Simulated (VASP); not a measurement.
MgO:

```
Mg O
1.0
     0.00000    2.13515    2.13515
     1.97501    0.00000    2.13515
     1.97501    2.13515    0.00000
Mg O
1 1
Cartesian
  0.0000 0.0000 0.0000
  1.9750 2.1351 2.1351
```

This cell differs from its parent crystal: strain -0.0750 x Voigt [1, 0, 0, 0, 0, 0].

Base run:

```yaml
Program: VASP 6.6.1
Functional: r2SCAN
Potentials_or_basis: VASP PAW PBE potentials, release 64 (Mg_sv, O)
Cutoff: 660 eV
k_mesh: 10 × 10 × 10
Occupations: gaussian, width 0.05 eV
Spin: no spin polarisation
```

Its results: band gap on the k mesh 5.92 eV, direct; pressure 7.8 GPa.

Task: The run is repeated on the same cell with these changes: potentials or basis from VASP PAW PBE potentials, release 64 (Mg_sv, O) to VASP PAW PBE potentials, release 64 (Mg, O); cutoff from 660 eV to 520 eV; further incar settings from ALGO = Normal; EDIFF = 1e-06; NBANDS = 15 to ALGO = Normal; EDIFF = 1e-07; NBANDS = 11; valence electrons from 16 to 8. What comes out?

Result: Band gap on the k mesh 5.87 eV, direct; pressure 6.9 GPa.

Caveats: the PAW data sets were made with another functional, which shifts forces and pressure a little.

